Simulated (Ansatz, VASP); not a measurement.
MgCdS4 in VASP and in Ansatz

```
Mg Cd S
1.0
     4.60833    0.00000    0.00000
     0.00000    4.60833    0.00000
     0.00000    0.00000    9.56858
Mg Cd S
1 1 4
Direct
  0.50000 0.50000 0.50000
  0.00000 0.00000 0.00000
  0.50000 0.00000 0.00000
  0.00000 0.50000 0.00000
  0.00000 0.00000 0.38812
  0.00000 0.00000 0.61188
```

Change from the starting cell: species swapped into the AlTlF4 type (P4/mmm, No. 123).

Alike in both runs: functional PBE; k mesh 4 × 4 × 4; occupations gaussian, width 0.1 eV; no spin polarisation.

Ansatz relaxed the structure, and its values are those at the end. VASP's run is a single point on that final structure, the one shown.

```csv
,VASP,Ansatz
version,VASP 6.6.1,Ansatz 0.2.0
potentials or method,"VASP PAW PBE potentials, release 64 (Mg_sv, Cd_sv_GW, S), cutoff 750 eV","scalar-relativistic, plane waves, PAW"
valence electrons in the cell,54,54
```

Ansatz gave:

| Quantity | Value |
| --- | --- |
| gap on the k mesh at the Fermi level (eV) | none |
| pressure (GPa) | 0.0 |
| rms of the force components (eV/Å) | 0.011 |

**Question.** What did VASP give for the same quantities?

**Answer.** gap on the k mesh at the Fermi level (eV): none; pressure (GPa): -0.2; rms of the force components (eV/Å): 0.038.

A gap of «none» marks a metal or a gap that the smearing closes.
